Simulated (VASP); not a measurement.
# Al3GaN4 (P-43m) in VASP: a series of runs

Al3GaN4 is run at these levels: PBEsol; tasks: single point.

Program: VASP 6.6.1. These are calculated values, not measurements. Logs are shortened: lines on timing, memory, paths and dates and some standing lists are left out, and cuts for length are marked.

### Step 1. The cell of the first run

It takes space group P-43m (No. 215, cubic). Conventional cell: a = 4.407 Å, b = 4.407 Å, c = 4.407 Å, α = 90.00°, β = 90.00°, γ = 90.00°. Within 2.5 Å of Al (site symmetry -42m) lie 4 N at 1.90 Å. Within 2.6 Å of Ga (site symmetry -43m) lie 4 N at 1.95 Å. Within 2.5 Å of N (site symmetry 3m) lie 3 Al at 1.90 Å and 1 Ga at 1.95 Å.

### Step 2. Single point, PBEsol

INCAR reads:

```
PREC = Accurate
ENCUT = 520
EDIFF = 1E-6
ISMEAR = 0
SIGMA = 0.02
LREAL = False
LASPH = True
NELM = 60
ALGO = Normal
ISIF = 2
LWAVE = False
LCHARG = False
GGA = PS
NBANDS = 31
```

KPOINTS reads:

```
regular mesh
0
Gamma
  6 6 6
```

POSCAR reads:

```
Al3GaN4
1.0
    4.4069948456      0.0000000000      0.0000000000
    0.0000000000      4.4069948456      0.0000000000
    0.0000000000      0.0000000000      4.4069948456
Al Ga N
3 1 4
Direct
    0.5000000000      0.5000000000      0.0000000000
    0.5000000000      0.0000000000      0.5000000000
    0.0000000000      0.5000000000      0.5000000000
    0.0000000000      0.0000000000      0.0000000000
    0.7447077177      0.7447077177      0.2552922823
    0.7447077177      0.2552922823      0.7447077177
    0.2552922823      0.7447077177      0.7447077177
    0.2552922823      0.2552922823      0.2552922823
```

Potentials or basis: VASP PAW PBE potentials, release 64 (Al, Ga_d, N).

Launch:

```
> cat potpaw_PBE.64/Al/POTCAR potpaw_PBE.64/Ga_d/POTCAR potpaw_PBE.64/N/POTCAR > POTCAR
> mpirun -np 1 vasp_std > vasp.out
```

OUTCAR:

```text
PREC = Accurate
   ENCUT = 520
   EDIFF = 1E-6
   ISMEAR = 0
   LREAL = False
   LASPH = True
   NELM = 60
   ISIF = 2
   GGA = PS

 ion  position               nearest neighbor table
   1  0.500  0.500  0.000-   5 1.90   6 1.90   7 1.90   8 1.90   3 3.12   4 3.12   2 3.12   2 3.12
                             3 3.12   2 3.12   4 3.12   2 3.12   3 3.12   4 3.12   3 3.12   4 3.12
   2  0.500  0.000  0.500-   5 1.90   6 1.90   7 1.90   8 1.90   3 3.12   4 3.12   1 3.12   1 3.12
                             4 3.12   1 3.12   3 3.12   1 3.12   3 3.12   4 3.12   4 3.12   3 3.12
   3  0.000  0.500  0.500-   5 1.90   6 1.90   7 1.90   8 1.90   2 3.12   4 3.12   1 3.12   1 3.12
                             4 3.12   2 3.12   4 3.12   4 3.12   1 3.12   2 3.12   1 3.12   2 3.12
   4  0.000  0.000  0.000-   5 1.95   6 1.95   7 1.95   8 1.95   2 3.12   3 3.12   1 3.12   2 3.12
                             3 3.12   1 3.12   3 3.12   3 3.12   1 3.12   2 3.12   2 3.12   1 3.12
   5  0.745  0.745  0.255-   2 1.90   3 1.90   1 1.90   4 1.95
   6  0.745  0.255  0.745-   2 1.90   3 1.90   1 1.90   4 1.95
   7  0.255  0.745  0.745-   2 1.90   3 1.90   1 1.90   4 1.95
   8  0.255  0.255  0.255-   2 1.90   3 1.90   1 1.90   4 1.95

  LATTYP: Found a simple cubic cell.
 ALAT       =     4.4069948456

  Lattice vectors:

 A1 = (   4.4069948456,   0.0000000000,   0.0000000000)
 A2 = (   0.0000000000,   4.4069948456,   0.0000000000)
 A3 = (   0.0000000000,   0.0000000000,   4.4069948456)

Analysis of symmetry for initial positions (statically):
=====================================================================
 Subroutine PRICEL returns:
 Original cell was already a primitive cell.

 Routine SETGRP: Setting up the symmetry group for a
 simple cubic supercell.

 Subroutine GETGRP returns: Found 24 space group operations
 (whereof 24 operations were pure point group operations)
 out of a pool of 48 trial point group operations.

The static configuration has the point symmetry T_d .

Analysis of symmetry for dynamics (positions and initial velocities):
=====================================================================
 Subroutine PRICEL returns:
 Original cell was already a primitive cell.

 Routine SETGRP: Setting up the symmetry group for a
 simple cubic supercell.

 Subroutine GETGRP returns: Found 24 space group operations
 (whereof 24 operations were pure point group operations)
 out of a pool of 48 trial point group operations.

The dynamic configuration has the point symmetry T_d .

 Subroutine INISYM returns: Found 24 space group operations
 (whereof 24 operations are pure point group operations),
 and found     1 'primitive' translations

----------------------------------------------------------------------------------------

                                     Primitive cell

  volume of cell :      85.5909

  direct lattice vectors                    reciprocal lattice vectors
     4.406994846  0.000000000  0.000000000     0.226911997  0.000000000  0.000000000
     0.000000000  4.406994846  0.000000000     0.000000000  0.226911997  0.000000000
     0.000000000  0.000000000  4.406994846     0.000000000  0.000000000  0.226911997

  length of vectors
     4.406994846  4.406994846  4.406994846     0.226911997  0.226911997  0.226911997

  position of ions in fractional coordinates (direct lattice)
     0.500000000  0.500000000  0.000000000
     0.500000000  0.000000000  0.500000000
     0.000000000  0.500000000  0.500000000
     0.000000000  0.000000000  0.000000000
     0.744707718  0.744707718  0.255292282
     0.744707718  0.255292282  0.744707718
     0.255292282  0.744707718  0.744707718
     0.255292282  0.255292282  0.255292282

  ion indices of the primitive-cell ions
   primitive index   ion index
                 1           1
                 2           2
                 3           3
                 4           4
                 5           5
                 6           6
                 7           7
                 8           8

----------------------------------------------------------------------------------------

 KPOINTS: regular mesh

Automatic generation of k-mesh.
 Grid dimensions read from file:
 generate k-points for:    6    6    6

 Generating k-lattice:

  Cartesian coordinates                     Fractional coordinates (reciprocal lattice)
     0.037818666  0.000000000  0.000000000     0.166666667  0.000000000  0.000000000
     0.000000000  0.037818666  0.000000000     0.000000000  0.166666667  0.000000000
     0.000000000  0.000000000  0.037818666     0.000000000  0.000000000  0.166666667

  Length of vectors
     0.037818666  0.037818666  0.037818666

  Shift w.r.t. Gamma in fractional coordinates (k-lattice)
     0.000000000  0.000000000  0.000000000

 Subroutine IBZKPT returns following result:
 ===========================================

 Found     20 irreducible k-points:

 Following reciprocal coordinates:
            Coordinates               Weight
  0.000000  0.000000  0.000000      1.000000
  0.166667  0.000000  0.000000      6.000000
  0.333333  0.000000  0.000000      6.000000
  0.500000  0.000000  0.000000      3.000000
  0.166667  0.166667  0.000000     12.000000
  0.333333  0.166667  0.000000     24.000000
[... 12 lines left out ...]
  0.500000  0.500000  0.333333      6.000000
  0.500000  0.500000  0.500000      1.000000
   k-points           NKPTS =     20   k-points in BZ     NKDIM =     20   number of bands    NBANDS=     31
   number of dos      NEDOS =    301   number of ions     NIONS =      8
   total plane-waves  NPLWV =  46656
   dimension x,y,z NGX =    36 NGY =   36 NGZ =   36
   dimension x,y,z NGXF=    72 NGYF=   72 NGZF=   72
   ions per type =               3   1   4
   NGX,Y,Z   is equivalent  to a cutoff of  13.58, 13.58, 13.58 a.u.
   NGXF,Y,Z  is equivalent  to a cutoff of  27.16, 27.16, 27.16 a.u.
 SYSTEM =  unknown system
   PREC   = accura    normal or accurate (medium, high low for compatibility)
   ISTART =      0    job   : 0-new  1-cont  2-samecut
   ICHARG =      2    charge: 1-file 2-atom 10-const
   ISPIN  =      1    spin polarized calculation?
   LNONCOLLINEAR =      F non collinear calculations
   LSORBIT =      F    spin-orbit coupling
   LASPH  =      T    aspherical Exc in radial PAW
   ENCUT  =  520.0 eV  38.22 Ry    6.18 a.u.   8.19  8.19  8.19*2*pi/ulx,y,z
   NELM   =     60;   NELMIN=  2; NELMDL= -5     # of ELM steps
   EDIFF  = 0.1E-05   stopping-criterion for ELM
   LREAL  =      F    real-space projection
   EDIFFG = 0.1E-04   stopping-criterion for IOM
   NSW    =      0    number of steps for IOM
   IBRION =     -1    ionic relax: 0-MD 1-quasi-New 2-CG
   NFREE  =      0    steps in history (QN), initial steepest desc. (CG)
   ISIF   =      2    stress and relaxation
   ISYM   =      2    0-nonsym 1-usesym 2-fastsym
   POTIM  = 0.5000    time-step for ionic-motion
   TEBEG  =    0.0;   TEEND  =   0.0 temperature during run
   PSTRESS=    0.0 pullay stress
   NELECT =      42.0000    total number of electrons
   NUPDOWN=      -1.0000    fix difference up-down
   EMIN   =  10.00;   EMAX   =-10.00  energy-range for DOS
   EFERMI =   0.00;   METHOD = LEGACY
   ISMEAR =     0;   SIGMA  =   0.02  broadening in eV -4-tet -1-fermi 0-gaus
   EFERMI_NEDOS =   21; number of points for ismear=-14 and -15
   IALGO  =     38    algorithm
   IMIX   =      4    mixing-type and parameters
     AMIX     =   0.40;   BMIX     =  1.00
     AMIX_MAG =   1.60;   BMIX_MAG =  1.00
  volume/ion in A,a.u.               =      10.70        72.20
  Fermi-wavevector in a.u.,A,eV,Ry     =   1.291265  2.440137 22.685883  1.667365
  Thomas-Fermi vector in A             =   2.423046
   LORBIT       =      0    0 simple, 1 ext, 2 COOP (PROOUT), +10 PAW based schemes
   GGA     = PS    functional components
   LHFCALC =     F    Hartree Fock is set to
   AEXX    =    0.0000 exact exchange contribution
   IVDW    =     0    specifies the selected vdW correction
   LEPSILON=     F    determine dielectric tensor
   LRPA    =     F    only Hartree local field effects (RPA)
 non-spin polarized calculation
 Gauss-broadening in eV      SIGMA  =   0.02
  energy-cutoff  :      520.00
  volume of cell :       85.59
 maximum number of plane-waves:      2325
 NGX is ok and might be reduce to    36
   NGX = 17   NGY = 17   NGZ = 17

 number of electron      41.9999989 magnetization

 Free energy of the ion-electron system (eV)
  ---------------------------------------------------
  ext. energy  EPLUGINS =         0.00000000
  ---------------------------------------------------
  free energy    TOTEN  =       -59.95109958 eV

  energy without entropy =      -59.95109958  energy(sigma->0) =      -59.95109958

 E-fermi :   5.7482     XC(G=0): -11.3282

 val. band max:        5.6178766279   @ k =   0.0000   0.0000   0.0000
 cond. band min:       8.9338053493   @ k =   0.0000   0.0000   0.0000
 fundamental gap:      3.3159287214
 Fermi energy:         5.7481751391

 k-point     1 :       0.0000    0.0000    0.0000
  band No.  band energies     occupation
      1      -9.5379      2.00000
      2      -7.7793      2.00000
      3      -7.7793      2.00000
      4      -7.7793      2.00000
      5      -6.9918      2.00000
      6      -6.9918      2.00000
[... 23 lines left out ...]
     30      17.4524      0.00000
     31      17.4524      0.00000

 k-point     2 :       0.1667    0.0000    0.0000
  band No.  band energies     occupation
      1      -9.4100      2.00000
      2      -7.8374      2.00000
      3      -7.7864      2.00000
      4      -7.7864      2.00000
      5      -6.9904      2.00000
      6      -6.9870      2.00000
[... 23 lines left out ...]
     30      17.6459      0.00000
     31      17.6459      0.00000

 k-point     3 :       0.3333    0.0000    0.0000
  band No.  band energies     occupation
      1      -9.0513      2.00000
      2      -8.0673      2.00000
      3      -7.8004      2.00000
      4      -7.8004      2.00000
      5      -6.9875      2.00000
      6      -6.9733      2.00000
[... 567 lines left out ...]
     30      16.4942      0.00000
     31      16.5617      0.00000

 k-point    20 :       0.5000    0.5000    0.5000
  band No.  band energies     occupation
      1      -8.1314      2.00000
      2      -8.1314      2.00000
      3      -8.1314      2.00000
      4      -7.5850      2.00000
      5      -6.9536      2.00000
      6      -6.9536      2.00000
[... 23 lines left out ...]
     30      16.2671      0.00000
     31      16.3344      0.00000

------------------------ aborting loop because EDIFF is reached ----------------------------------------

  FORCE on cell =-STRESS in cart. coord.  units (eV):
  Direction    XX          YY          ZZ          XY          YZ          ZX
  --------------------------------------------------------------------------------------
  -------------------------------------------------------------------------------------
  Total       -0.0278953     -0.0278953     -0.0278953      0.0000000     -0.0000000      0.0000000
  in kB       -0.5221721     -0.5221721     -0.5221721      0.0000000     -0.0000000      0.0000000
  external PRESSURE =      -0.5221721 kB  Pullay stress =       0.0000000 kB

 VOLUME and BASIS-vectors are now :
 -----------------------------------------------------------------------------
  energy-cutoff  :      520.00
  volume of cell :       85.59
      direct lattice vectors                 reciprocal lattice vectors
     4.406994846  0.000000000  0.000000000     0.226911997  0.000000000  0.000000000
     0.000000000  4.406994846  0.000000000     0.000000000  0.226911997  0.000000000
     0.000000000  0.000000000  4.406994846     0.000000000  0.000000000  0.226911997

 POSITION                                       TOTAL-FORCE (eV/Angst)
 -----------------------------------------------------------------------------------
      2.20350      2.20350      0.00000         0.000000     -0.000000     -0.000000
      2.20350      0.00000      2.20350         0.000000     -0.000000     -0.000000
      0.00000      2.20350      2.20350         0.000000     -0.000000     -0.000000
      0.00000      0.00000      0.00000         0.000000      0.000000      0.000000
      3.28192      3.28192      1.12507         0.004684      0.004684     -0.004684
      3.28192      1.12507      3.28192         0.004684     -0.004684      0.004684
      1.12507      3.28192      3.28192        -0.004684      0.004684      0.004684
      1.12507      1.12507      1.12507        -0.004684     -0.004684     -0.004684
 -----------------------------------------------------------------------------------
    total drift:                                0.000000      0.000000      0.000000

  FREE ENERGIE OF THE ION-ELECTRON SYSTEM (eV)
  ---------------------------------------------------
  free  energy   TOTEN  =       -59.9510995811 eV

  energy  without entropy=      -59.9510995811  energy(sigma->0) =      -59.95109958
```

Wall time 51 s (1 thread of Intel Xeon Platinum 8488C (Sapphire Rapids), shared host); peak memory 0.22 GiB.

Results:

| Quantity | Value |
| --- | --- |
| Free energy | -59.9511 eV |
| Pressure | -0.1 GPa |
| Largest force | 0.008 eV/Å |
| Band gap on the k mesh | 3.32 eV, direct |

Forces in eV/Å, atoms in the order of the input:
```
Al   0.000  0.000  0.000
Al   0.000  0.000  0.000
Al   0.000  0.000  0.000
Ga   0.000  0.000  0.000
N    0.005  0.005 -0.005
N    0.005 -0.005  0.005
N   -0.005  0.005  0.005
N   -0.005 -0.005 -0.005
```

Caveat: the PAW data sets were made with another functional, which shifts forces and pressure a little. A k mesh can miss the band edges.

### Step 3. Single point, PBEsol

INCAR reads:

```
SYSTEM = Al3GaN4
ALGO = Normal
EDIFF = 1E-7
ENCUT = 520
GGA = PS
ISIF = 2
ISMEAR = 0
LASPH = .True.
LCHARG = .False.
LREAL = .False.
LWAVE = .False.
NBANDS = 31
NELM = 80
PREC = Accurate
SIGMA = 0.02
```

KPOINTS reads:

```
k-points
0
Gamma
  6 6 6
  0 0 0
```

POSCAR is that of step 2.

Potentials or basis: VASP PAW PBE potentials, release 64 (Al, Ga_d, N).

Launch:

```
> cat potpaw_PBE.64/Al/POTCAR potpaw_PBE.64/Ga_d/POTCAR potpaw_PBE.64/N/POTCAR > POTCAR
> mpirun -np 1 vasp_std > vasp.out
```

Run time: 65 s. Hardware: 1 thread of Intel Xeon Platinum 8488C (Sapphire Rapids), shared host; peak memory 0.21 GiB.

It converged, with:

```yaml
Free_energy: -59.9511 eV
Pressure: 0.0 GPa
Largest_force: 0.008 eV/Å
Band_gap_on_the_k_mesh: 3.32 eV, direct
```

Forces in eV/Å, atoms in the order of the input:
```
Al   0.000  0.000  0.000
Al   0.000  0.000  0.000
Al   0.000  0.000  0.000
Ga   0.000  0.000  0.000
N    0.005  0.005 -0.005
N    0.005 -0.005  0.005
N   -0.005  0.005  0.005
N   -0.005 -0.005 -0.005
```

Levels at points of the mesh, in eV from the valence-band top:
| k point | band 17 | band 18 | band 19 | band 20 | band 21 | band 22 | band 23 | band 24 | band 25 | band 26 |
| --- | --- | --- | --- | --- | --- | --- | --- | --- | --- | --- |
| (0.00, 0.00, 0.00) | -1.98 | -1.98 | 0.00 | 0.00 | 0.00 | 3.32 | 3.32 | 3.32 | 3.44 | 6.92 |
| (0.50, 0.00, 0.00) | -2.64 | -1.21 | -1.21 | -0.94 | -0.94 | 5.52 | 5.58 | 6.05 | 6.05 | 8.45 |
| (0.50, 0.50, 0.00) | -2.57 | -0.83 | -0.55 | -0.54 | -0.54 | 7.29 | 7.47 | 7.47 | 7.73 | 7.93 |
| (0.50, 0.50, 0.50) | -0.59 | -0.59 | -0.38 | -0.38 | -0.38 | 5.46 | 6.92 | 6.92 | 6.92 | 9.36 |

Caveat: the PAW data sets were made with another functional, which shifts forces and pressure a little.
